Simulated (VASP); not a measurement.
Write the native input for VASP 6.6.1 that does the following.

| Property | Result |
| --- | --- |
| Task | single point |
| Functional | PBE |
| Potentials or basis | VASP PAW PBE potentials, release 64 (Mo_sv, S) |
| Cutoff | 520 eV |
| k mesh | 12 × 12 × 2 |
| Occupations | gaussian, width 0.02 eV |
| Spin | no spin polarisation |
| Dipole correction | no |
| Further INCAR settings | ALGO = Normal; EDIFF = 1e-06; NBANDS = 35 |

The structure of MoS2 lies in POSCAR:

```
MoS2
1.0
    3.1850582814      0.0000000029      0.0000000000
   -1.5925291432      2.7583413828      0.0000000000
    0.0000000000      0.0000000000     14.8039553003
Mo S
2 4
Direct
    0.6666666667      0.3333333333      0.2500000000
    0.3333333333      0.6666666667      0.7500000000
    0.6666666667      0.3333333333      0.6444481857
    0.3333333333      0.6666666667      0.3555518143
    0.6666666667      0.3333333333      0.8555518143
    0.3333333333      0.6666666667      0.1444481857
```

These files were run (other wordings do the same):

INCAR

```
PREC = Accurate ; ENCUT = 520
EDIFF = 1E-6 ; ISMEAR = 0
SIGMA = 0.02 ; LREAL = F
LASPH = T ; NELM = 100
ALGO = Normal ; ISIF = 2
LWAVE = F ; LCHARG = F
GGA = PE ; NBANDS = 35
```

KPOINTS

```
regular mesh
0
Gamma
  12 12 2
```

Potentials or basis: VASP PAW PBE potentials, release 64 (Mo_sv, S).

Launch:

```console
$ cat potpaw_PBE.64/Mo_sv/POTCAR potpaw_PBE.64/S/POTCAR > POTCAR
$ mpirun -np 1 vasp_std > vasp.out
```

Results of the run:

```
Pressure               : -0.1 GPa
Largest force          : 0.011 eV/Å
Band gap on the k mesh : 1.46 eV (least direct gap 1.67 eV)
```

Caveat: this functional lacks dispersion, which binds the layers, so the pressure and a relaxed spacing across them are unreliable.

Wall time 2.4 min on 1 thread of Intel(R) Xeon(R) Platinum 8259CL CPU @ 2.50GHz (Skylake/Cascade Lake), on a shared host, peak memory 0.31 GiB.
